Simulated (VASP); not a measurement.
Set up this calculation in VASP 6.6.1, as the native input.

| Property | Result |
| --- | --- |
| Task | single point |
| Functional | PBE |
| Potentials or basis | VASP PAW PBE potentials, release 64 (C) |
| Cutoff | 520 eV |
| k mesh | 6 × 6 × 6 |
| Occupations | gaussian, width 0.01 eV |
| Spin | no spin polarisation |
| Dipole correction | no |
| Further INCAR settings | ALGO = Normal; EDIFF = 1e-06; NBANDS = 11 |

The structure of C lies in POSCAR:

```
C
1.0
    0.0432300000      1.7757900000      1.8406100000
    1.7902000000      0.0218200000      1.8620200000
    1.8008200000      1.8078200000      0.0112000000
C
2
Direct
    0.9876463701      0.0158286041      1.0009709302
    0.2429700000      0.2311100000      0.2736800000
```

One way to write it, as run:

INCAR

```
SYSTEM = C
  ALGO = Normal
  EDIFF = 1E-6
  ENCUT = 520
  GGA = PE
  ISIF = 2
  ISMEAR = 0
  LASPH = .TRUE.
  LCHARG = .FALSE.
  LREAL = .FALSE.
  LWAVE = .FALSE.
  NBANDS = 11
  NELM = 100
  PREC = Accurate
  SIGMA = 0.01
```

KPOINTS

```
k-points
0
G
  6 6 6
  0 0 0
```

Potentials or basis: VASP PAW PBE potentials, release 64 (C).

Run with:

```console
$ cat potpaw_PBE.64/C/POTCAR > POTCAR
$ mpirun -np 1 vasp_std > vasp.out
```

Results of the run:

```
Pressure               : -7.1 GPa
Largest force          : 2.421 eV/Å
Band gap on the k mesh : 2.28 eV, indirect (least direct gap 3.09 eV)
```

Caveat: the k points lie up to 0.51 Å⁻¹ apart; forces of over 1 eV/Å act on the atoms, so gaps and moduli don't describe the material at rest.

Wall time 5.2 s on 1 thread of Intel(R) Xeon(R) 6975P-C (Granite Rapids), with other jobs on the host, peak memory 0.12 GiB.
